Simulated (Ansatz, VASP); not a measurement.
## Two plane-wave programs on ZnAu

```
Zn Au
1.0
     3.26501    0.00000    0.00000
     0.00000    3.26501    0.00000
     0.00000    0.00000    3.14700
Zn Au
1 1
Direct
  0.50000 0.50000 0.50000
  0.00000 0.00000 0.00000
```

Change from the starting cell: strain +0.0375 x Voigt [1, 1, 0, 0, 0, 0], atoms carried along.

Alike in both runs: task single point; functional PBE; k mesh 16 × 16 × 16; occupations gaussian, width 0.15 eV; no spin polarisation.

```csv
,VASP,Ansatz
version,VASP 6.6.1,Ansatz 0.2.0
potentials or method,"VASP PAW PBE potentials, release 64 (Zn, Au), cutoff 520 eV","scalar-relativistic, plane waves, PAW"
valence electrons in the cell,23,31
```

|  | VASP | Ansatz | Ansatz less VASP |
| --- | --- | --- | --- |
| gap on the k mesh at the Fermi level (eV) | none | none | - |
| pressure (GPa) | -3.6 | -3.8 | -0.16 |
| traceless stress, the component that is largest in VASP (GPa) | 0.14 | 0.14 | +0.001 |

A gap of «none» marks a metal or a gap that the smearing closes. VASP's potentials hold 23 valence electrons a cell and Ansatz's 31, so a difference there can come from the potentials and not from the codes.

Spin-orbit coupling is off throughout.
